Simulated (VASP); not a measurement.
# Ga2Si3 (R-3m) in VASP: single point with r2SCAN

Aim: the single point of Ga2Si3 with r2SCAN.

Program: VASP 6.6.1. These are calculated values, not measurements. Logs are shortened: lines on timing, memory, paths and dates and some standing lists are left out, and cuts for length are marked.

## 1. The cell of the first run

Symmetry: R-3m, No. 166, trigonal system. Conventional cell: a = 3.674 Å, b = 3.674 Å, c = 22.544 Å, α = 90.00°, β = 90.00°, γ = 120.00°. Ga (site symmetry 3m) has 6 Si at 2.57 to 2.75 Å within 3.4 Å. Si (site symmetry -3m) has 6 Ga at 2.57 Å within 3.4 Å. Si (site symmetry 3m) has 3 Si at 2.40 Å and 3 Ga at 2.75 Å within 3.2 Å.

## 2. Single point, r2SCAN

POSCAR reads:

```
Ga2Si3
1.0
    1.8371143009      1.0606584362      7.5146297693
   -1.8371143009      1.0606584362      7.5146297693
    0.0000000000     -2.1213168723      7.5146297693
Ga Si
2 3
Direct
    0.3976313387      0.3976313387      0.3976313387
    0.6023686613      0.6023686613      0.6023686613
    0.0000000000      0.0000000000      0.0000000000
    0.1915351411      0.1915351411      0.1915351411
    0.8084648589      0.8084648589      0.8084648589
```

INCAR.step1 reads:

```
PREC     = Accurate       # precision mode
ENCUT    = 520            # plane-wave cutoff, eV
ISMEAR   = 0              # smearing method
SIGMA    = 0.1            # smearing width, eV
LREAL    = False          # projectors in reciprocal space
LASPH    = True           # aspherical terms in the spheres
NELM     = 100            # most SCF steps
NBANDS   = 27             # bands
GGA      = PE             # functional
ALGO     = Normal         # electronic algorithm
EDIFF    = 1E-4           # SCF threshold, eV
LWAVE    = True           # write WAVECAR
LCHARG   = False          # write CHGCAR
```

INCAR.step2 reads:

```
PREC     = Accurate       # precision mode
ENCUT    = 520            # plane-wave cutoff, eV
EDIFF    = 1E-6           # SCF threshold, eV
ISMEAR   = 0              # smearing method
SIGMA    = 0.1            # smearing width, eV
LREAL    = False          # projectors in reciprocal space
LASPH    = True           # aspherical terms in the spheres
NELM     = 100            # most SCF steps
ALGO     = Normal         # electronic algorithm
ISIF     = 2              # what is computed and relaxed
LWAVE    = False          # write WAVECAR
LCHARG   = False          # write CHGCAR
METAGGA  = R2SCAN         # meta-GGA
LMIXTAU  = True         
NBANDS   = 27             # bands
ISTART   = 1
```

KPOINTS reads:

```
regular mesh
0
Gamma
  12 12 12
```

Potentials or basis: VASP PAW PBE potentials, release 64 (Ga_d, Si).

Started as:

```
$ cat potpaw_PBE.64/Ga_d/POTCAR potpaw_PBE.64/Si/POTCAR > POTCAR
$ cp INCAR.step1 INCAR
$ mpirun -np 1 vasp_std > vasp.out
$ cp INCAR.step2 INCAR
$ mpirun -np 1 vasp_std > vasp.out
```

OUTCAR:

```text
PREC = Accurate
   ENCUT = 520
   EDIFF = 1E-6
   ISMEAR = 0
   LREAL = False
   LASPH = True
   NELM = 100
   ISIF = 2
   METAGGA = R2SCAN
   ISTART = 1

 ion  position               nearest neighbor table
   1  0.398  0.398  0.398-   3 2.57   3 2.57   3 2.57   5 2.75   5 2.75   5 2.75
   2  0.602  0.602  0.602-   3 2.57   3 2.57   3 2.57   4 2.75   4 2.75   4 2.75
   3  0.000  0.000  0.000-   2 2.57   2 2.57   1 2.57   1 2.57   2 2.57   1 2.57
   4  0.192  0.192  0.192-   5 2.40   5 2.40   5 2.40   2 2.75   2 2.75   2 2.75
   5  0.808  0.808  0.808-   4 2.40   4 2.40   4 2.40   1 2.75   1 2.75   1 2.75

  LATTYP: Found a trigonal (rhomboedric) cell.
 ALAT       =     7.8083062083
 COS(alpha) =     0.8892895339

  Lattice vectors:

 A1 = (   1.8371143009,   1.0606584362,   7.5146297693)
 A2 = (  -1.8371143009,   1.0606584362,   7.5146297693)
 A3 = (   0.0000000000,  -2.1213168723,   7.5146297693)

Analysis of symmetry for initial positions (statically):
=====================================================================
 Subroutine PRICEL returns:
 Original cell was already a primitive cell.

 Routine SETGRP: Setting up the symmetry group for a
 trigonal (rhombohedral) supercell.

 Subroutine GETGRP returns: Found 12 space group operations
 (whereof 12 operations were pure point group operations)
 out of a pool of 12 trial point group operations.

The static configuration has the point symmetry D_3d.

Analysis of symmetry for dynamics (positions and initial velocities):
=====================================================================
 Subroutine PRICEL returns:
 Original cell was already a primitive cell.

 Routine SETGRP: Setting up the symmetry group for a
 trigonal (rhombohedral) supercell.

 Subroutine GETGRP returns: Found 12 space group operations
 (whereof 12 operations were pure point group operations)
 out of a pool of 12 trial point group operations.

The dynamic configuration has the point symmetry D_3d.

 Subroutine INISYM returns: Found 12 space group operations
 (whereof 12 operations are pure point group operations),
 and found     1 'primitive' translations

----------------------------------------------------------------------------------------

                                     Primitive cell

  volume of cell :      87.8558

  direct lattice vectors                    reciprocal lattice vectors
     1.837114301  1.060658436  7.514629769     0.272165972  0.157135097  0.044357918
    -1.837114301  1.060658436  7.514629769    -0.272165972  0.157135097  0.044357918
     0.000000000 -2.121316872  7.514629769     0.000000000 -0.314270195  0.044357918

  length of vectors
     7.808306208  7.808306208  7.808306208     0.317385224  0.317385224  0.317385224

  position of ions in fractional coordinates (direct lattice)
     0.397631339  0.397631339  0.397631339
     0.602368661  0.602368661  0.602368661
     0.000000000  0.000000000  0.000000000
     0.191535141  0.191535141  0.191535141
     0.808464859  0.808464859  0.808464859

  ion indices of the primitive-cell ions
   primitive index   ion index
                 1           1
                 2           2
                 3           3
                 4           4
                 5           5

----------------------------------------------------------------------------------------

 KPOINTS: regular mesh

Automatic generation of k-mesh.
 Grid dimensions read from file:
 generate k-points for:   12   12   12

 Generating k-lattice:

  Cartesian coordinates                     Fractional coordinates (reciprocal lattice)
     0.022680498  0.013094591  0.003696493     0.083333333  0.000000000  0.000000000
    -0.022680498  0.013094591  0.003696493     0.000000000  0.083333333  0.000000000
     0.000000000 -0.026189183  0.003696493     0.000000000  0.000000000  0.083333333

  Length of vectors
     0.026448769  0.026448769  0.026448769

  Shift w.r.t. Gamma in fractional coordinates (k-lattice)
     0.000000000  0.000000000  0.000000000

 Subroutine IBZKPT returns following result:
 ===========================================

 Found    189 irreducible k-points:

 Following reciprocal coordinates:
            Coordinates               Weight
  0.000000  0.000000  0.000000      1.000000
  0.083333  0.000000 -0.000000      6.000000
  0.166667 -0.000000  0.000000      6.000000
  0.250000 -0.000000 -0.000000      6.000000
  0.333333  0.000000 -0.000000      6.000000
  0.416667 -0.000000  0.000000      6.000000
[... 16 lines left out ...]
  0.500000  0.166667  0.000000     12.000000
 -0.416667  0.166667  0.000000     12.000000
 [... further k-points ...]
   k-points           NKPTS =    189   k-points in BZ     NKDIM =    189   number of bands    NBANDS=     27
   number of dos      NEDOS =    301   number of ions     NIONS =      5
   total plane-waves  NPLWV = 216000
   dimension x,y,z NGX =    60 NGY =   60 NGZ =   60
   dimension x,y,z NGXF=   120 NGYF=  120 NGZF=  120
   ions per type =               2   3
   NGX,Y,Z   is equivalent  to a cutoff of  12.77, 12.77, 12.77 a.u.
   NGXF,Y,Z  is equivalent  to a cutoff of  25.55, 25.55, 25.55 a.u.
 SYSTEM =  unknown system
   PREC   = accura    normal or accurate (medium, high low for compatibility)
   ISTART =      1    job   : 0-new  1-cont  2-samecut
   ICHARG =      0    charge: 1-file 2-atom 10-const
   ISPIN  =      1    spin polarized calculation?
   LNONCOLLINEAR =      F non collinear calculations
   LSORBIT =      F    spin-orbit coupling
   LASPH  =      T    aspherical Exc in radial PAW
   ENCUT  =  520.0 eV  38.22 Ry    6.18 a.u.  14.52 14.52 14.52*2*pi/ulx,y,z
   NELM   =    100;   NELMIN=  2; NELMDL=  0     # of ELM steps
   EDIFF  = 0.1E-05   stopping-criterion for ELM
   LREAL  =      F    real-space projection
[... 7 lines left out ...]
   TEBEG  =    0.0;   TEEND  =   0.0 temperature during run
   PSTRESS=    0.0 pullay stress
   NELECT =      38.0000    total number of electrons
   NUPDOWN=      -1.0000    fix difference up-down
   EMIN   =  10.00;   EMAX   =-10.00  energy-range for DOS
   EFERMI =   0.00;   METHOD = LEGACY
   ISMEAR =     0;   SIGMA  =   0.10  broadening in eV -4-tet -1-fermi 0-gaus
   EFERMI_NEDOS =   21; number of points for ismear=-14 and -15
   IALGO  =     38    algorithm
   IMIX   =      4    mixing-type and parameters
     AMIX     =   0.40;   BMIX     =  1.00
     AMIX_MAG =   1.60;   BMIX_MAG =  1.00
  volume/ion in A,a.u.               =      17.57       118.58
  Fermi-wavevector in a.u.,A,eV,Ry     =   1.238072  2.339617 20.855307  1.532822
  Thomas-Fermi vector in A             =   2.372613
   LORBIT       =      0    0 simple, 1 ext, 2 COOP (PROOUT), +10 PAW based schemes
   METAGGA = R2SCAN    functional components
   LHFCALC =     F    Hartree Fock is set to
   AEXX    =    0.0000 exact exchange contribution
   IVDW    =     0    specifies the selected vdW correction
   LEPSILON=     F    determine dielectric tensor
   LRPA    =     F    only Hartree local field effects (RPA)
 non-spin polarized calculation
 Gauss-broadening in eV      SIGMA  =   0.10
  energy-cutoff  :      520.00
  volume of cell :       87.86
 maximum number of plane-waves:      2392
 NGX is ok and might be reduce to    60
   NGX = 29   NGY = 29   NGZ = 29

 number of electron      38.0000002 magnetization

 Free energy of the ion-electron system (eV)
  ---------------------------------------------------
  ext. energy  EPLUGINS =         0.00000000
  ---------------------------------------------------
  free energy    TOTEN  =       -47.42566979 eV

  energy without entropy =      -47.41734381  energy(sigma->0) =      -47.42150680

 E-fermi :   6.6093     XC(G=0): -11.4272

 val. band max:        6.6025282790   @ k =   0.5000   0.3333  -0.0000
 cond. band min:       6.6134761828   @ k =   0.5000  -0.0000  -0.0000
 fundamental gap:      0.0109479038
 Fermi energy:         6.6093429724

 k-point     1 :       0.0000    0.0000    0.0000
  band No.  band energies     occupation
      1      -8.6750      2.00000
      2      -8.6750      2.00000
      3      -8.6572      2.00000
      4      -8.6572      2.00000
      5      -8.6369      2.00000
      6      -8.6368      2.00000
[... 19 lines left out ...]
     26      12.4417      0.00000
     27      12.9279      0.00000

 k-point     2 :       0.0833    0.0000   -0.0000
  band No.  band energies     occupation
      1      -8.6813      2.00000
      2      -8.6735      2.00000
      3      -8.6596      2.00000
      4      -8.6560      2.00000
      5      -8.6350      2.00000
      6      -8.6346      2.00000
[... 19 lines left out ...]
     26      12.7360      0.00000
     27      13.5698      0.00000

 k-point     3 :       0.1667   -0.0000    0.0000
  band No.  band energies     occupation
      1      -8.6986      2.00000
      2      -8.6712      2.00000
      3      -8.6664      2.00000
      4      -8.6526      2.00000
      5      -8.6334      2.00000
      6      -8.6290      2.00000
[... 19 lines left out ...]
     26      12.9670      0.00000
     27      13.3006      0.00000

 k-point     4 :       0.2500   -0.0000   -0.0000
  band No.  band energies     occupation
      1      -8.7222      2.00000
      2      -8.6757      2.00000
      3      -8.6709      2.00000
      4      -8.6473      2.00000
      5      -8.6372      2.00000
      6      -8.6222      2.00000
[... 19 lines left out ...]
     26      12.8381      0.00000
     27      13.7636      0.00000
[... 516 lines left out ...]
      4      -8.6520      2.00000
      5      -8.6325      2.00000
      6      -8.6231      2.00000
[... 19 lines left out ...]
     26      12.9889      0.00000
     27      14.0464      0.00000

 k-point    23 :       0.5000    0.1667    0.0000
  band No.  band energies     occupation
      1      -8.7532      2.00000
      2      -8.6922      2.00000
      3      -8.6777      2.00000
      4      -8.6493      2.00000
      5      -8.6358      2.00000
      6      -8.6188      2.00000
[... 19 lines left out ...]
     26      13.3667      0.00000
     27      14.5419      0.00000

 k-point    24 :      -0.4167    0.1667    0.0000
  band No.  band energies     occupation
      1      -8.7575      2.00000
      2      -8.6890      2.00000
      3      -8.6839      2.00000
      4      -8.6484      2.00000
      5      -8.6370      2.00000
      6      -8.6175      2.00000
[... 19 lines left out ...]
     26      13.3718      0.00000
     27      15.1978      0.00000

 [... further k-points ...]
[... 5 lines left out ...]
  --------------------------------------------------------------------------------------
  -------------------------------------------------------------------------------------
  Total       -0.0365368     -0.0365368     -0.0428754      0.0000000     -0.0000000      0.0000000
  in kB       -0.6663018     -0.6663018     -0.7818940      0.0000000     -0.0000000      0.0000000
  external PRESSURE =      -0.7048325 kB  Pullay stress =       0.0000000 kB

 VOLUME and BASIS-vectors are now :
 -----------------------------------------------------------------------------
  energy-cutoff  :      520.00
  volume of cell :       87.86
      direct lattice vectors                 reciprocal lattice vectors
     1.837114301  1.060658436  7.514629769     0.272165972  0.157135097  0.044357918
    -1.837114301  1.060658436  7.514629769    -0.272165972  0.157135097  0.044357918
     0.000000000 -2.121316872  7.514629769     0.000000000 -0.314270195  0.044357918

 POSITION                                       TOTAL-FORCE (eV/Angst)
 -----------------------------------------------------------------------------------
      0.00000      0.00000      8.96416        -0.000000     -0.000000     -0.000249
      0.00000      0.00000     13.57973        -0.000000      0.000000      0.000249
      0.00000      0.00000      0.00000         0.000000      0.000000     -0.000000
      0.00000      0.00000      4.31795        -0.000000     -0.000000     -0.021864
      0.00000      0.00000     18.22594        -0.000000      0.000000      0.021864
 -----------------------------------------------------------------------------------
    total drift:                               -0.000000     -0.000000      0.000000

  FREE ENERGIE OF THE ION-ELECTRON SYSTEM (eV)
  ---------------------------------------------------
  free  energy   TOTEN  =       -47.4256697946 eV

  energy  without entropy=      -47.4173438070  energy(sigma->0) =      -47.42150680
```

Wall time 76 min (1 thread of AMD EPYC 9R45 (Zen 5), shared host); peak memory 0.76 GiB.

Results:

* Free energy: -47.4257 eV
* Pressure: -0.1 GPa
* Largest force: 0.022 eV/Å
* Band gap on the k mesh: zero (bands 19 and 20 overlap by 3.54 eV)

Forces in eV/Å, atoms in the order of the input:
```
Ga   0.000  0.000  0.000
Ga   0.000  0.000  0.000
Si   0.000  0.000  0.000
Si   0.000  0.000 -0.022
Si   0.000  0.000  0.022
```

Levels at points of the mesh, in eV from the Fermi level:
```tsv
k point	band 16	band 17	band 18	band 19	band 20	band 21	band 22	band 23
(0.00, 0.00, 0.00)	0.06	0.06	1.43	1.43	2.93	2.93	3.44	3.44
(0.50, 0.00, 0.00)	-4.98	-2.19	-1.08	-0.26	0.00	0.34	1.01	3.94
(0.50, 0.50, 0.00)	-3.39	-2.45	-2.44	-1.95	-0.26	1.68	1.74	2.43
(0.50, 0.50, 0.50)	0.07	1.55	1.59	1.59	2.11	2.11	3.76	4.38
```

Caveat: the PAW data sets were made with another functional, which shifts forces and pressure a little.
